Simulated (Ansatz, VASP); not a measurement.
# One calculation of TiPt3, two programs

INCAR

```
  PREC = Accurate
  ENCUT = 520
  EDIFF = 1E-6
  ISMEAR = 0
  SIGMA = 0.1
  LREAL = False
  LASPH = True
  NELM = 80
  ALGO = Fast
  ISIF = 2
  LWAVE = False
  LCHARG = False
  GGA = PS
  NBANDS = 29
```

The input KPOINTS:

```
Automatic mesh
0
Gamma
  12 12 12
```

Contents of POSCAR:

```
TiPt3
1.0
    3.9379636988      0.0000000000      0.0000000000
    0.0000000000      3.9379636988      0.0000000000
    0.0000000000      0.0000000000      3.9379636988
Ti Pt
1 3
Direct
    0.0000000000      0.0000000000      0.0000000000
    0.0000000000      0.5000000000      0.5000000000
    0.5000000000      0.0000000000      0.5000000000
    0.5000000000      0.5000000000      0.0000000000
```

Input for Ansatz:

```yaml
crystal:
  lattice:
    - [3.9379636988, 0.0, 0.0]
    - [0.0, 3.9379636988, 0.0]
    - [0.0, 0.0, 3.9379636988]
  atoms:
    - { symbol: Ti, position: [0.0, 0.0, 0.0] }
    - { symbol: Pt, position: [0.0, 0.5, 0.5] }
    - { symbol: Pt, position: [0.5, 0.0, 0.5] }
    - { symbol: Pt, position: [0.5, 0.5, 0.0] }
basis:
  ecutwfc: 420
kpoints:
  mp_grid: { grid: [12, 12, 12] }
hamiltonian:
  xc: pbesol
scf:
  occupations: { method: gaussian, width: 0.1 }
output:
  forces: true
  stress: true
  eigenvalues: true
```

Alike in both runs: task single point; functional PBEsol; k mesh 12 × 12 × 12; occupations gaussian, width 0.1 eV; no spin polarisation.

|  | VASP | Ansatz |
| --- | --- | --- |
| version | VASP 6.6.1 | Ansatz 0.2.0 |
| potentials or method | VASP PAW PBE potentials, release 64 (Ti_sv, Pt), cutoff 520 eV | scalar-relativistic, plane waves, PAW |
| valence electrons in the cell | 42 | 66 |

|  | VASP | Ansatz | Ansatz less VASP |
| --- | --- | --- | --- |
| gap on the k mesh at the Fermi level (eV) | none | none | - |
| pressure (GPa) | -7.6 | -7.3 | +0.27 |

VASP's potentials were made for PBE, not for PBEsol. A gap of «none» marks a metal or a gap that the smearing closes. VASP's potentials hold 42 valence electrons a cell and Ansatz's 66, so a difference there can come from the potentials and not from the codes.

Neither program's run includes spin-orbit coupling.
